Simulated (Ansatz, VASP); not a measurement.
## CdO in VASP and in Ansatz

```
Cd O
1.0
     0.00000    2.35731    2.35731
     2.35731    0.00000    2.35731
     2.35731    2.35731    0.00000
Cd O
1 1
Direct
  0.00000 0.00000 0.00000
  0.50000 0.50000 0.50000
```

Alike in both runs: task single point; functional r2SCAN; k mesh 8 × 8 × 8; no spin polarisation.

```csv
,VASP,Ansatz
version,VASP 6.6.1,Ansatz 0.2.0
potentials or method,"VASP PAW PBE potentials, release 64 (Cd_sv_GW, O), cutoff 770 eV","plane waves, PAW"
occupations,"gaussian, width 0.01 eV",fixed
valence electrons in the cell,26,26
```

|  | VASP | Ansatz | Ansatz less VASP |
| --- | --- | --- | --- |
| pressure (GPa) | -1.2 | -0.8 | +0.38 |

VASP's potentials were made for PBE, not for r2SCAN.
